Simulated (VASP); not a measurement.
**TaPb: relaxation of cell and atoms with PBE**

Crystal: TaPb.

```
CELL_PARAMETERS angstrom
3.48434 0.00000 0.00000
0.00000 3.48434 0.00000
0.00000 0.00000 3.48434
ATOMIC_POSITIONS crystal
Ta 0.00000 0.00000 0.00000
Pb 0.50000 0.50000 0.50000
```

The cell was built from a structure type or drawn by symmetry, and may not be a known phase.

```yaml
Program: VASP 6.6.1
Task: relaxation of cell and atoms
Functional: PBE
Potentials_or_basis: VASP PAW PBE potentials, release 64 (Ta_pv, Pb_d)
Cutoff: 600 eV
k_mesh: 16 × 16 × 16
Occupations: gaussian, width 0.1 eV
Spin: no spin polarisation
Dipole_correction: no
Further_INCAR_settings: ALGO = Fast; EDIFF = 1e-06; IBRION = 2; EDIFFG = -0.01; NSW = 100; ISIF = 3
```

```
Relaxed volume                        : 21.24 Å³/atom
Relaxed cell                          : a = 3.489 Å, b = 3.489 Å, c = 3.489 Å, α = 90.00°, β = 90.00°, γ = 90.00°
Space group after relaxing (to 0.1 Å) : Pm-3m (No. 221)
Energy gained by relaxing             : 0.2 meV/atom
Ionic steps                           : 3
Pressure after relaxing               : 0.0 GPa
Band gap on the k mesh                : zero (an odd number of electrons rules out a gap without spin polarisation)
```

The path:
```
step  energy change (eV)  largest force (eV/Å)  pressure (GPa)  volume (Å³)
   1              0.0000                0.0000            0.54        42.30
   2              0.0003                0.0000           -0.72        42.74
   3             -0.0003                0.0000            0.03        42.49
```

Final structure:
```
CELL_PARAMETERS angstrom
3.48939 0.00000 0.00000
0.00000 3.48939 0.00000
0.00000 0.00000 3.48939
ATOMIC_POSITIONS crystal
Ta 0.00000 0.00000 0.00000
Pb 0.50000 0.50000 0.50000
```

Levels at points of the mesh, in eV from the Fermi level:
```tsv
k point	band 9	band 10	band 11	band 12	band 13	band 14	band 15	band 16
(0.00, 0.00, 0.00)	-11.89	-1.59	-1.59	1.98	1.98	1.99	2.34	2.34
(0.50, 0.00, 0.00)	-9.30	-6.45	-1.44	-0.88	-0.88	1.85	3.03	7.26
(0.50, 0.50, 0.00)	-8.52	-3.03	-3.03	-1.93	0.86	0.86	3.11	3.20
(0.50, 0.50, 0.50)	-5.99	-4.16	-4.16	-4.16	3.33	3.42	3.42	3.42
```

Run time: 2.8 min on 1 thread of AMD EPYC 9R45 96-Core Processor (Zen 5), on a shared host, peak memory 0.25 GiB.

Caveat: spin-orbit coupling is left out, which moves the levels of the heavy elements.
